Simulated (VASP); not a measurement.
**KAg4Br: single point with PBEsol**

Crystal: KAg4Br.

```
Br K Ag
1.0
     0.00000    8.39252    0.00000
     8.39252    0.00000    0.00000
     4.19626    4.19626   -5.39750
Br K Ag
2 2 8
Direct
  0.50000 0.00000 0.00000
  0.00000 0.50000 0.00000
  0.75000 0.75000 0.50000
  0.25000 0.25000 0.50000
  0.45628 0.95628 0.38722
  0.95628 0.15650 0.38722
  0.15650 0.65650 0.38722
  0.65650 0.45628 0.38722
  0.04372 0.84350 0.61278
  0.54372 0.04372 0.61278
  0.34350 0.54372 0.61278
  0.84350 0.34350 0.61278
```

```yaml
Program: VASP 6.6.1
Task: single point
Functional: PBEsol
Potentials_or_basis: VASP PAW PBE potentials, release 64 (Br, K_sv, Ag)
Cutoff: 520 eV
k_mesh: 5 × 5 × 5
Occupations: fermi-dirac, width 0.1 eV
Spin: no spin polarisation
```

```yaml
Pressure: 0.0 GPa
Largest_force: 0.004 eV/Å
Band_gap_on_the_k_mesh: 0.03 eV (least direct gap 0.19 eV)
```

Forces in eV/Å, atoms in the order of the input:
```
Br   0.000  0.000  0.000
Br   0.000  0.000  0.000
K    0.000  0.000  0.000
K    0.000  0.000  0.000
Ag   0.002  0.002 -0.003
Ag  -0.002  0.002 -0.003
Ag  -0.002 -0.002 -0.003
Ag   0.002 -0.002 -0.003
Ag   0.002 -0.002  0.003
Ag  -0.002 -0.002  0.003
Ag  -0.002  0.002  0.003
Ag   0.002  0.002  0.003
```

Levels at points of the mesh, in eV from the valence-band top:
```
           k point  band 56  band 57  band 58  band 59  band 60  band 61  band 62  band 63  band 64  band 65
(0.00, 0.00, 0.00)    -2.70    -1.99    -0.94    -0.94    -0.13     1.29     1.31     1.90     2.24     2.24
```

It took 21 min on 1 thread of Intel Xeon 8259CL, on a shared host, peak memory 0.81 GiB.

Caveat: the smearing spreads over this small gap; semilocal functionals underestimate gaps, and a narrow one can read as zero; the PAW data sets were made with another functional, which shifts forces and pressure a little. A k mesh can miss the band edges.
